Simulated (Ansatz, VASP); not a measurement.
## Rh: VASP beside Ansatz

The input INCAR:

```
SYSTEM = Rh
PREC = Accurate ; ENCUT = 520
EDIFF = 1E-6 ; ISMEAR = -1
SIGMA = 0.03 ; LREAL = .FALSE.
LASPH = .TRUE. ; NELM = 80
ALGO = Normal ; ISIF = 2
LWAVE = .FALSE. ; LCHARG = .FALSE.
GGA = PE ; NBANDS = 14
```

The input KPOINTS:

```
Automatic mesh
0
G
  14 14 14
  0 0 0
```

File POSCAR:

```
Rh
1.0
    0.0000000000      1.9160595532      1.9160595532
    1.9160595532      0.0000000000      1.9160595532
    1.9160595532      1.9160595532      0.0000000000
Rh
1
Direct
    0.0000000000      0.0000000000      0.0000000000
```

Input for Ansatz:

```yaml
crystal:
  lattice:
    - [0.0, 1.9160595532, 1.9160595532]
    - [1.9160595532, 0.0, 1.9160595532]
    - [1.9160595532, 1.9160595532, 0.0]
  atoms:
    - { symbol: Rh, position: [0.0, 0.0, 0.0] }
hamiltonian:
  xc: pbe
  pseudopotentials:
    kind: paw
    azcp:
      Rh: "pseudopotentials/Rh.paw.azcp"
basis:
  ecutwfc: 420
  fft_grid_basis: typed
kpoints:
  mp_grid: { grid: [14, 14, 14], shift: [0, 0, 0] }
magnetization:
  spin_polarized: false
scf:
  occupations: { method: fermi_dirac, width: 0.03 }
  lower_state_search: "off"
output:
  stress: true
```

Alike in both runs: task single point; functional PBE; k mesh 14 × 14 × 14; occupations fermi-dirac, width 0.03 eV; no spin polarisation.

|  | VASP | Ansatz |
| --- | --- | --- |
| version | VASP 6.6.1 | Ansatz 0.2.0 |
| potentials or method | VASP PAW PBE potentials, release 64 (Rh_pv), cutoff 520 eV | plane waves (420 eV) with PAW, scalar-relativistic |
| valence electrons in the cell | 15 | 17 |

Ansatz gave:

| Item | Value |
| --- | --- |
| pressure (GPa) | -0.4 |

Q: Estimate VASP's values.

A: Pressure (GPa): -0.3.

The functional is the same, so the differences come from potentials, cutoffs and numerics. VASP's potentials hold 15 valence electrons a cell and Ansatz's 17, so a difference there can come from the potentials and not from the codes.
